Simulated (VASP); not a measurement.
Input of a VASP 6.6.1 run:

The input INCAR:

```
  ALGO = Normal
  EDIFF = 1E-6
  ENCUT = 520
  GGA = CA
  GGA_COMPAT = False
  ISIF = 2
  ISMEAR = -1
  LASPH = True
  LCHARG = False
  LREAL = Auto
  LWAVE = False
  NBANDS = 66
  NELM = 120
  PREC = Accurate
  SIGMA = 0.02
```

The input KPOINTS:

```
k-points
0
Gamma
  1 1 1
```

The input POSCAR:

```
H22SO10
1.0
    5.5564830000      0.0000000000      0.0000000000
    0.0000000000      5.5564830000      0.0000000000
    0.0000000000      0.0000000000      5.5564830000
O H S
10 22 1
Direct
    0.6997231882      0.2048058097      0.6205724016
    0.2865301667      0.1085938713      0.4284544738
    0.1959872819      0.6480718109     -0.0939803109
   -0.0134437557      0.2827148036      0.9322263741
    0.2892657100      0.6024674241      0.3027454597
    0.6026653910      0.8046636694      0.3947461011
    0.3590940528      0.2072893951      0.0620536408
    0.6457861925      0.4842991511      0.9540927238
    0.4125451297     -0.0528931700      0.7587353367
    0.9079304301      0.0894630650      0.3050310781
    0.8557211459      0.2176916586      0.7539661329
    0.7832292477      0.1828854691      0.4567277539
    0.3509414138      0.1546481830      0.2576809827
    0.1011791092      0.0982815929      0.3760832167
    0.2669134415      0.8424033692     -0.2096829955
    0.2152260702      0.6375435685      0.1057503460
    0.1777203314      0.2756059903      0.9993371707
   -0.1202199305      0.4213096666      0.9798284274
    0.1637726598      0.6866033784      0.4194199820
    0.3010897361      0.4294443086      0.3165131613
    0.4504827964      0.9182427086      0.3749674029
    0.6013876044      0.6844437390      0.2590487544
    0.5151999925      0.3503295160      0.0142536205
    0.3939542333      0.0607758541     -0.0539369958
    0.6700281455      0.4596972581      0.7697315010
    0.3792326909      0.6273932630      0.8538854524
    0.3394413337      0.0969858092      0.6232359570
    0.6041411447      0.0552327794      0.6969156569
    0.8950625783      0.1908041472      0.1404665505
    0.7546500187     -0.0852517681      0.3496816241
    1.1013261446      0.5082171582      0.7024047406
    0.9351778814      0.8143640501      0.7655561980
    0.9104860035      0.6350599831      0.5946027370
```

Potentials or basis: VASP PAW LDA potentials, release 64 (O, H, S).

Run with:

```bash
$ cat potpaw_LDA.64/O/POTCAR potpaw_LDA.64/H/POTCAR potpaw_LDA.64/S/POTCAR > POTCAR
$ mpirun -np 1 vasp_gam > vasp.out
```

**Question.** Estimate the pressure.

**Answer.** 38.9 GPa.

**Question.** Predict the band gap on the k mesh.

**Answer.** 3.71 eV.

**Question.** What does it give for the largest force?

**Answer.** 3.430 eV/Å.

Forces in eV/Å, atoms in the order of the input:
```
O   -0.827  0.358  3.071
O    0.806  0.338  2.966
O    3.186 -0.067  1.269
O   -0.182 -2.025 -0.433
O   -1.265 -0.211 -0.180
O   -0.253  0.843 -2.273
O    1.718  1.060  0.117
O   -1.371  2.173  0.069
O    1.142  0.691  1.269
O   -1.725 -0.072 -2.900
H    0.056  0.184  0.046
H    0.630 -0.274 -0.980
H    0.567  0.584 -0.887
H   -0.865 -0.409  0.120
H   -0.483 -0.514  0.414
H    0.385  0.023 -0.823
H   -0.465 -0.282 -0.549
H   -0.575  0.649 -0.155
H    0.040 -0.936 -0.138
H   -0.346 -0.474  0.726
H    0.160 -0.203  0.696
H   -0.109  0.306  0.418
H    0.469  0.187 -0.237
H    0.203 -0.580 -0.705
H   -0.570  0.222  1.354
H   -1.288 -0.460  1.560
H   -0.186 -0.917 -0.567
H    0.156  0.317 -0.727
H    0.757 -1.497  0.357
H    0.690  0.738 -0.474
H   -1.200  0.632 -0.366
H   -0.562 -0.641 -0.814
S    1.308  0.257 -1.246
```

Caveat: the k points lie up to 1.13 Å⁻¹ apart.
